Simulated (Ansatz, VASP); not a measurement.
**One calculation of Pt, two programs**

```
Pt
1.0
    -1.58145    1.58145    1.58145
     1.58145   -1.58145    1.58145
     3.16289    3.16289    0.00000
Pt
2
Direct
  0.97738 0.97703 0.99538
  0.52262 0.52297 0.50462
```

Change from the starting cell: atom 2 moved 0.15 Å.

Alike in both runs: task single point; functional PBE; k mesh 14 × 14 × 8; occupations gaussian, width 0.15 eV; no spin polarisation.

|  | VASP | Ansatz |
| --- | --- | --- |
| version | VASP 6.6.1 | Ansatz 0.2.0 |
| potentials or method | VASP PAW PBE potentials, release 64 (Pt), cutoff 520 eV | scalar-relativistic, plane waves, PAW |
| valence electrons in the cell | 20 | 36 |

VASP gave:

| Item | Value |
| --- | --- |
| gap on the k mesh at the Fermi level (eV) | none |
| pressure (GPa) | 1.0 |
| traceless stress, the component that is largest in VASP (GPa) | 0.98 |
| rms of the force components (eV/Å) | 0.447 |

**Question.** Which values does Ansatz return?

**Answer.** gap on the k mesh at the Fermi level (eV): none; pressure (GPa): 1.5; traceless stress, the component that is largest in VASP (GPa): 0.99; rms of the force components (eV/Å): 0.452.

Atom by atom the forces differ by 0.005 eV/Å (rms over components). A gap of «none» marks a metal or a gap that the smearing closes. The functional is the same, so the differences come from potentials, cutoffs and numerics. VASP's potentials hold 20 valence electrons a cell and Ansatz's 36, so a difference there can come from the potentials and not from the codes.

Spin-orbit coupling is off throughout.
